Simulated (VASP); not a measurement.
# LiBr (Fm-3m) in VASP: notebook

The runs below take LiBr through single point, with PBE.

Program: VASP 6.6.1. These are calculated values, not measurements. Logs are shortened: lines on timing, memory, paths and dates and some standing lists are left out, and cuts for length are marked.

### 1 The cell of the first run

It takes space group Fm-3m (No. 225, cubic). Conventional cell: a = 4.765 Å, b = 4.765 Å, c = 4.765 Å, α = 90.00°, β = 90.00°, γ = 90.00°. Within 3.1 Å of Li (site symmetry m-3m) lie 6 Br at 2.38 Å. Within 3.1 Å of Br (site symmetry m-3m) lie 6 Li at 2.38 Å.

### 2 Single point, PBE (volume scaled by 0.65)

INCAR reads:

```
SYSTEM = LiBr
PREC = Accurate
ENCUT = 750
EDIFF = 1E-6
ISMEAR = -1
SIGMA = 0.03
LREAL = .False.
LASPH = .True.
NELM = 120
ALGO = Normal
ISIF = 2
LWAVE = .False.
LCHARG = .True.
GGA = PE
LELF = .True.
LVHAR = .True.
NBANDS = 12
GGA_COMPAT = .False.
```

KPOINTS reads:

```
regular mesh
0
Gamma
  9 9 9
  0 0 0
```

POSCAR reads:

```
LiBr
1.0
    0.0000000000      2.3827205951      2.3827205951
    2.3827205951      0.0000000000      2.3827205951
    2.3827205951      2.3827205951      0.0000000000
Li Br
1 1
Direct
    0.0000000000      0.0000000000      0.0000000000
    0.5000000000      0.5000000000      0.5000000000
```

Potentials or basis: VASP PAW PBE potentials, release 64 (Li_sv, Br).

Run with:

```
> cat potpaw_PBE.64/Li_sv/POTCAR potpaw_PBE.64/Br/POTCAR > POTCAR
> mpirun -np 1 vasp_std > vasp.out
```

OUTCAR:

```text
SYSTEM = LiBr
   PREC = Accurate
   ENCUT = 750
   EDIFF = 1E-6
   ISMEAR = -1
   LREAL = .False.
   LASPH = .True.
   NELM = 120
   ISIF = 2
   GGA = PE

 ion  position               nearest neighbor table
   1  0.000  0.000  0.000-   2 2.38   2 2.38   2 2.38   2 2.38   2 2.38   2 2.38
   2  0.500  0.500  0.500-   1 2.38   1 2.38   1 2.38   1 2.38   1 2.38   1 2.38

  LATTYP: Found a face centered cubic cell.
 ALAT       =     4.7654411902

  Lattice vectors:

 A1 = (   0.0000000000,   2.3827205951,   2.3827205951)
 A2 = (   2.3827205951,   0.0000000000,   2.3827205951)
 A3 = (   2.3827205951,   2.3827205951,   0.0000000000)

Analysis of symmetry for initial positions (statically):
=====================================================================
 Subroutine PRICEL returns:
 Original cell was already a primitive cell.

 Routine SETGRP: Setting up the symmetry group for a
 face centered cubic supercell.

 Subroutine GETGRP returns: Found 48 space group operations
 (whereof 48 operations were pure point group operations)
 out of a pool of 48 trial point group operations.

The static configuration has the point symmetry O_h .

Analysis of symmetry for dynamics (positions and initial velocities):
=====================================================================
 Subroutine PRICEL returns:
 Original cell was already a primitive cell.

 Routine SETGRP: Setting up the symmetry group for a
 face centered cubic supercell.

 Subroutine GETGRP returns: Found 48 space group operations
 (whereof 48 operations were pure point group operations)
 out of a pool of 48 trial point group operations.

The dynamic configuration has the point symmetry O_h .

 Subroutine INISYM returns: Found 48 space group operations
 (whereof 48 operations are pure point group operations),
 and found     1 'primitive' translations

----------------------------------------------------------------------------------------

                                     Primitive cell

  volume of cell :      27.0551

  direct lattice vectors                    reciprocal lattice vectors
     0.000000000  2.382720595  2.382720595    -0.209844159  0.209844159  0.209844159
     2.382720595  0.000000000  2.382720595     0.209844159 -0.209844159  0.209844159
     2.382720595  2.382720595  0.000000000     0.209844159  0.209844159 -0.209844159

  length of vectors
     3.369675781  3.369675781  3.369675781     0.363460745  0.363460745  0.363460745

  position of ions in fractional coordinates (direct lattice)
     0.000000000  0.000000000  0.000000000
     0.500000000  0.500000000  0.500000000

  ion indices of the primitive-cell ions
   primitive index   ion index
                 1           1
                 2           2

----------------------------------------------------------------------------------------

 KPOINTS: regular mesh

Automatic generation of k-mesh.
 Grid dimensions read from file:
 generate k-points for:    9    9    9

 Generating k-lattice:

  Cartesian coordinates                     Fractional coordinates (reciprocal lattice)
    -0.023316018  0.023316018  0.023316018     0.111111111  0.000000000  0.000000000
     0.023316018 -0.023316018  0.023316018     0.000000000  0.111111111  0.000000000
     0.023316018  0.023316018 -0.023316018     0.000000000  0.000000000  0.111111111

  Length of vectors
     0.040384527  0.040384527  0.040384527

  Shift w.r.t. Gamma in fractional coordinates (k-lattice)
     0.000000000  0.000000000  0.000000000

 Subroutine IBZKPT returns following result:
 ===========================================

 Found     35 irreducible k-points:

 Following reciprocal coordinates:
            Coordinates               Weight
  0.000000  0.000000  0.000000      1.000000
  0.111111  0.000000  0.000000      8.000000
  0.222222  0.000000  0.000000      8.000000
  0.333333  0.000000  0.000000      8.000000
  0.444444  0.000000  0.000000      8.000000
  0.111111  0.111111  0.000000      6.000000
[... 16 lines left out ...]
 -0.333333  0.333333  0.000000     12.000000
  0.444444  0.444444  0.000000      6.000000
 [... further k-points ...]
   k-points           NKPTS =     35   k-points in BZ     NKDIM =     35   number of bands    NBANDS=     12
   number of dos      NEDOS =    301   number of ions     NIONS =      2
   total plane-waves  NPLWV =  27000
   dimension x,y,z NGX =    30 NGY =   30 NGZ =   30
   dimension x,y,z NGXF=    60 NGYF=   60 NGZF=   60
   ions per type =               1   1
   NGX,Y,Z   is equivalent  to a cutoff of  14.80, 14.80, 14.80 a.u.
   NGXF,Y,Z  is equivalent  to a cutoff of  29.60, 29.60, 29.60 a.u.
 SYSTEM =  LiBr
   PREC   = accura    normal or accurate (medium, high low for compatibility)
   ISTART =      0    job   : 0-new  1-cont  2-samecut
   ICHARG =      2    charge: 1-file 2-atom 10-const
   ISPIN  =      1    spin polarized calculation?
   LNONCOLLINEAR =      F non collinear calculations
   LSORBIT =      F    spin-orbit coupling
   LASPH  =      T    aspherical Exc in radial PAW
   ENCUT  =  750.0 eV  55.12 Ry    7.42 a.u.   7.52  7.52  7.52*2*pi/ulx,y,z
   NELM   =    120;   NELMIN=  2; NELMDL= -5     # of ELM steps
   EDIFF  = 0.1E-05   stopping-criterion for ELM
   LREAL  =      F    real-space projection
   EDIFFG = 0.1E-04   stopping-criterion for IOM
   NSW    =      0    number of steps for IOM
   IBRION =     -1    ionic relax: 0-MD 1-quasi-New 2-CG
   NFREE  =      0    steps in history (QN), initial steepest desc. (CG)
   ISIF   =      2    stress and relaxation
   ISYM   =      2    0-nonsym 1-usesym 2-fastsym
   POTIM  = 0.5000    time-step for ionic-motion
   TEBEG  =    0.0;   TEEND  =   0.0 temperature during run
   PSTRESS=    0.0 pullay stress
   NELECT =      10.0000    total number of electrons
   NUPDOWN=      -1.0000    fix difference up-down
   EMIN   =  10.00;   EMAX   =-10.00  energy-range for DOS
   EFERMI =   0.00;   METHOD = LEGACY
   ISMEAR =    -1;   SIGMA  =   0.03  broadening in eV -4-tet -1-fermi 0-gaus
   EFERMI_NEDOS =   21; number of points for ismear=-14 and -15
   IALGO  =     38    algorithm
   IMIX   =      4    mixing-type and parameters
     AMIX     =   0.40;   BMIX     =  1.00
     AMIX_MAG =   1.60;   BMIX_MAG =  1.00
  volume/ion in A,a.u.               =      13.53        91.29
  Fermi-wavevector in a.u.,A,eV,Ry     =   1.174875  2.220192 18.780551  1.380332
  Thomas-Fermi vector in A             =   2.311265
   LORBIT       =      0    0 simple, 1 ext, 2 COOP (PROOUT), +10 PAW based schemes
   GGA     = PE    functional components
   LHFCALC =     F    Hartree Fock is set to
   AEXX    =    0.0000 exact exchange contribution
   IVDW    =     0    specifies the selected vdW correction
   LEPSILON=     F    determine dielectric tensor
   LRPA    =     F    only Hartree local field effects (RPA)
 non-spin polarized calculation
  energy-cutoff  :      750.00
  volume of cell :       27.06
 maximum number of plane-waves:      1283
 NGX is ok and might be reduce to    30
   NGX = 15   NGY = 15   NGZ = 15

 number of electron      10.0000000 magnetization

 Free energy of the ion-electron system (eV)
  ---------------------------------------------------
  ext. energy  EPLUGINS =         0.00000000
  ---------------------------------------------------
  free energy    TOTEN  =        -5.73694741 eV

  energy without entropy =       -5.73694741  energy(sigma->0) =       -5.73694741

 E-fermi :   4.9825     XC(G=0): -10.3376

 val. band max:        4.2882733034   @ k =  -0.1111   0.1111   0.0000
 cond. band min:      10.0818976619   @ k =   0.4444   0.0000   0.0000
 fundamental gap:      5.7936243585
 Fermi energy:         4.9825364111

 k-point     1 :       0.0000    0.0000    0.0000
  band No.  band energies     occupation
      1     -40.0623      2.00000
      2     -11.3052      2.00000
      3       4.2681      2.00000
      4       4.2681      2.00000
      5       4.2681      2.00000
      6      11.9608      0.00000
      7      14.8297      0.00000
      8      14.8297      0.00000
      9      14.8297      0.00000
     10      18.2718      0.00000
     11      18.2718      0.00000
     12      18.2718      0.00000

 k-point     2 :       0.1111    0.0000    0.0000
  band No.  band energies     occupation
      1     -40.0611      2.00000
      2     -11.1872      2.00000
      3       3.4349      2.00000
      4       4.1929      2.00000
      5       4.1929      2.00000
      6      12.2335      0.00000
      7      14.4624      0.00000
      8      14.9646      0.00000
      9      14.9647      0.00000
     10      16.5115      0.00000
     11      16.5115      0.00000
     12      18.6164      0.00000

 k-point     3 :       0.2222    0.0000    0.0000
  band No.  band energies     occupation
      1     -40.0581      2.00000
      2     -10.8631      2.00000
      3       1.7356      2.00000
      4       4.0190      2.00000
      5       4.0190      2.00000
      6      11.4908      0.00000
      7      13.9411      0.00000
      8      13.9411      0.00000
      9      15.7983      0.00000
     10      17.0759      0.00000
     11      17.0759      0.00000
     12      19.2665      0.00000

 k-point     4 :       0.3333    0.0000    0.0000
  band No.  band energies     occupation
      1     -40.0547      2.00000
      2     -10.4380      2.00000
      3       0.1282      2.00000
      4       3.8461      2.00000
      5       3.8461      2.00000
      6      10.5764      0.00000
      7      12.7848      0.00000
      8      12.7848      0.00000
      9      18.0042      0.00000
     10      19.0493      0.00000
     11      19.0493      0.00000
     12      20.0878      0.00000

 k-point     5 :       0.4444    0.0000    0.0000
  band No.  band energies     occupation
      1     -40.0525      2.00000
      2     -10.1151      2.00000
      3      -0.8426      2.00000
      4       3.7453      2.00000
      5       3.7453      2.00000
      6      10.0819      0.00000
      7      12.1701      0.00000
      8      12.1701      0.00000
      9      19.8510      0.00000
     10      20.9803      0.00000
     11      21.5059      0.00000
     12      21.5059      0.00000
[... 228 lines left out ...]
      1     -40.0504      2.00000
      2      -9.7325      2.00000
      3      -0.5279      2.00000
      4       1.8502      2.00000
      5       2.2559      2.00000
      6      10.8530      0.00000
      7      11.6780      0.00000
      8      17.3236      0.00000
      9      17.5412      0.00000
     10      20.0450      0.00000
     11      23.0071      0.00000
     12      24.7062      0.00000

 k-point    22 :      -0.4444    0.3333    0.0000
  band No.  band energies     occupation
      1     -40.0494      2.00000
      2      -9.5521      2.00000
      3      -0.6810      2.00000
      4       0.9875      2.00000
      5       2.4091      2.00000
      6      10.8698      0.00000
      7      13.3225      0.00000
      8      16.1836      0.00000
      9      17.1745      0.00000
     10      19.9906      0.00000
     11      22.2491      0.00000
     12      24.2540      0.00000

 k-point    23 :      -0.3333    0.3333    0.0000
  band No.  band energies     occupation
      1     -40.0498      2.00000
      2      -9.6287      2.00000
      3      -0.1262      2.00000
      4       0.2994      2.00000
      5       2.8339      2.00000
      6      10.9958      0.00000
      7      14.7756      0.00000
      8      15.6637      0.00000
      9      16.4465      0.00000
     10      19.0534      0.00000
     11      20.1482      0.00000
     12      23.2527      0.00000

 k-point    24 :       0.4444    0.4444    0.0000
  band No.  band energies     occupation
      1     -40.0494      2.00000
      2      -9.5158      2.00000
      3      -1.0838      2.00000
      4       1.9938      2.00000
      5       1.9938      2.00000
      6      10.2592      0.00000
      7      11.1199      0.00000
      8      19.5913      0.00000
      9      19.5914      0.00000
     10      19.8192      0.00000
     11      22.1176      0.00000
     12      24.7912      0.00000

 [... further k-points ...]
[... 5 lines left out ...]
  --------------------------------------------------------------------------------------
  -------------------------------------------------------------------------------------
  Total        4.8818109      4.8818109      4.8818109     -0.0000000      0.0000000     -0.0000000
  in kB      289.0960649    289.0960649    289.0960649     -0.0000000      0.0000000     -0.0000000
  external PRESSURE =     289.0960649 kB  Pullay stress =       0.0000000 kB

 VOLUME and BASIS-vectors are now :
 -----------------------------------------------------------------------------
  energy-cutoff  :      750.00
  volume of cell :       27.06
      direct lattice vectors                 reciprocal lattice vectors
     0.000000000  2.382720595  2.382720595    -0.209844159  0.209844159  0.209844159
     2.382720595  0.000000000  2.382720595     0.209844159 -0.209844159  0.209844159
     2.382720595  2.382720595  0.000000000     0.209844159  0.209844159 -0.209844159

 POSITION                                       TOTAL-FORCE (eV/Angst)
 -----------------------------------------------------------------------------------
      0.00000      0.00000      0.00000         0.000000     -0.000000     -0.000000
      2.38272      2.38272      2.38272        -0.000000      0.000000      0.000000
 -----------------------------------------------------------------------------------
    total drift:                               -0.000000     -0.000000      0.000000

  FREE ENERGIE OF THE ION-ELECTRON SYSTEM (eV)
  ---------------------------------------------------
  free  energy   TOTEN  =        -5.7369474053 eV

  energy  without entropy=       -5.7369474053  energy(sigma->0) =       -5.73694741
```

Run time: 7.7 s. Hardware: 1 thread of AMD EPYC 9R45 (Zen 5), shared host; peak memory 0.14 GiB.

Results:

| Item | Value |
| --- | --- |
| Free energy | -5.7369 eV |
| Pressure | 28.9 GPa |
| Band gap on the k mesh | 5.79 eV, indirect (least direct gap 6.34 eV) |

Levels at points of the mesh, in eV from the valence-band top:
```
           k point  band 3  band 4  band 5  band 6  band 7  band 8
(0.00, 0.00, 0.00)   -0.02   -0.02   -0.02    7.67   10.54   10.54
```

### 3 Single point, PBE (volume scaled by 0.8)

INCAR reads:

```
PREC = Accurate
ENCUT = 750
EDIFF = 1E-6
ISMEAR = -1
SIGMA = 0.03
LREAL = False
LASPH = True
NELM = 120
ALGO = Normal
ISIF = 2
LWAVE = False
LCHARG = False
GGA = PE
NBANDS = 12
GGA_COMPAT = False
```

KPOINTS reads:

```
regular mesh
0
Gamma
  9 9 9
```

POSCAR reads:

```
LiBr
1.0
    0.0000000000      2.5534772650      2.5534772650
    2.5534772650      0.0000000000      2.5534772650
    2.5534772650      2.5534772650      0.0000000000
Li Br
1 1
Direct
    0.0000000000      0.0000000000      0.0000000000
    0.5000000000      0.5000000000      0.5000000000
```

Potentials or basis: VASP PAW PBE potentials, release 64 (Li_sv, Br).

Run with:

```
> cat potpaw_PBE.64/Li_sv/POTCAR potpaw_PBE.64/Br/POTCAR > POTCAR
> mpirun -np 1 vasp_std > vasp.out
```

Run time: 7.7 s. Hardware: 1 thread of AMD EPYC 9R45 (Zen 5), shared host; peak memory 0.15 GiB.

Results (log left out):

```
Free energy            : -6.4325 eV
Pressure               : 9.6 GPa
Band gap on the k mesh : 5.75 eV, indirect (least direct gap 6.12 eV)
```

Levels at points of the mesh, in eV from the valence-band top:
```tsv
k point	band 2	band 3	band 4	band 5	band 6	band 7	band 8	band 9
(0.00, 0.00, 0.00)	-14.36	-0.01	-0.01	-0.01	6.12	10.60	10.60	10.60
```
